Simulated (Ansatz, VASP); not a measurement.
## Hf2SeS3: VASP beside Ansatz

```
Hf Se S
1.0
     4.47678    0.00000    0.00000
    -2.23839    3.87700    0.00000
     0.00000    0.00000    6.78008
Hf Se S
2 1 3
Cartesian
  2.2384 1.2923 4.6795
  0.0000 2.5847 2.1006
  0.0000 0.0000 0.0000
  0.0000 0.0000 3.3900
  2.2384 1.2923 2.0999
  0.0000 2.5847 4.6801
```

Change from the starting cell: species swapped into the Sr2H3I type (P-3m1, No. 164).

Alike in both runs: functional PBE; k mesh 12 × 12 × 6; occupations gaussian, width 0.1 eV; no spin polarisation.

Ansatz relaxed the structure, and its values are those at the end. VASP's run is a single point on that final structure, the one shown.

|  | VASP | Ansatz |
| --- | --- | --- |
| version | VASP 6.6.1 | Ansatz 0.2.0 |
| potentials or method | VASP PAW PBE potentials, release 64 (Hf_pv, Se, S), cutoff 520 eV | scalar-relativistic, plane waves, PAW |
| valence electrons in the cell | 44 | 86 |

|  | VASP | Ansatz | Ansatz less VASP |
| --- | --- | --- | --- |
| gap on the k mesh at the Fermi level (eV) | none | none | - |
| pressure (GPa) | -0.7 | 0.0 | +0.73 |
| rms of the force components (eV/Å) | 0.031 | 0.001 | -0.0298 |

A gap of «none» marks a metal or a gap that the smearing closes. VASP's potentials hold 44 valence electrons a cell and Ansatz's 86, so a difference there can come from the potentials and not from the codes.

Spin-orbit coupling is off throughout.
